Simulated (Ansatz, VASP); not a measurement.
C3N: VASP beside Ansatz

File INCAR:

```
ALGO     = Normal         # electronic algorithm
EDIFF    = 1E-7           # SCF threshold, eV
EDIFFG   = -0.04          # ionic threshold
ENCUT    = 600            # plane-wave cutoff, eV
GGA      = PE             # functional
IBRION   = 2              # ionic algorithm
ISIF     = 3              # what is computed and relaxed
ISMEAR   = 0              # smearing method
LASPH    = T              # aspherical terms in the spheres
LCHARG   = F              # write CHGCAR
LREAL    = F              # projectors in reciprocal space
LWAVE    = F              # write WAVECAR
NELM     = 60             # most SCF steps
NSW      = 90             # ionic steps
PREC     = Accurate       # precision mode
SIGMA    = 0.1            # smearing width, eV
```

The input KPOINTS:

```
k-points
0
Gamma
  6 6 6
```

Contents of POSCAR:

```
C3N
1.0
    3.1027518284      0.0000000000      0.0000000000
    0.0000000000      3.1027518284      0.0000000000
    0.0000000000      0.0000000000      3.1027518284
C N
3 1
Direct
    0.0000000000      0.5000000000      0.5000000000
    0.5000000000      0.0000000000      0.5000000000
    0.5000000000      0.5000000000      0.0000000000
    0.0000000000      0.0000000000      0.0000000000
```

Input for Ansatz:

```yaml
crystal:
  lattice:
    - [3.1027518266, 0.0, 0.0]
    - [0.0, 3.1027518266, 0.0]
    - [0.0, 0.0, 3.1027518266]
  atoms:
    - { symbol: C, position: [0.0, 0.5, 0.5] }
    - { symbol: C, position: [0.5, 0.0, 0.5] }
    - { symbol: C, position: [0.5, 0.5, 0.0] }
    - { symbol: "N", position: [0.0, 0.0, 0.0] }
basis:
  ecutwfc: 420
kpoints:
  mp_grid: { grid: [6, 6, 6] }
hamiltonian:
  xc: pbe
scf:
  occupations: { method: gaussian, width: 0.1 }
  lower_state_search: "off"
output:
  forces: true
  stress: true
  eigenvalues: true
relax:
  adjacent_minimum: "off"
  f_tol: 0.04
  max_steps: 70
  cell: { stress_tol: 0.4 }
```

Change from the starting cell: species swapped into the Gd3Al type (Pm-3m, No. 221).

Alike in both runs: task relaxation of cell and atoms; functional PBE; k mesh 6 × 6 × 6; occupations gaussian, width 0.1 eV; no spin polarisation.

|  | VASP | Ansatz |
| --- | --- | --- |
| version | VASP 6.6.1 | Ansatz 0.2.0 |
| potentials or method | VASP PAW PBE potentials, release 64 (C, N), cutoff 600 eV | scalar-relativistic, plane waves, PAW |
| valence electrons in the cell | 17 | 17 |

Ansatz gave:

* gap on the k mesh at the Fermi level, each at its own relaxed structure (eV): none
* relaxed volume (Å³/atom): 7.56
* relaxed cell length with the largest relative difference (Å): 3.115

Q: Estimate VASP's values.

A: gap on the k mesh at the Fermi level, each at its own relaxed structure (eV): none; relaxed volume (Å³/atom): 7.54; relaxed cell length with the largest relative difference (Å): 3.112.

A gap of «none» marks a metal or a gap that the smearing closes.

Noted on VASP's run: too few bands were computed for a metal, which touches its energy and stress.
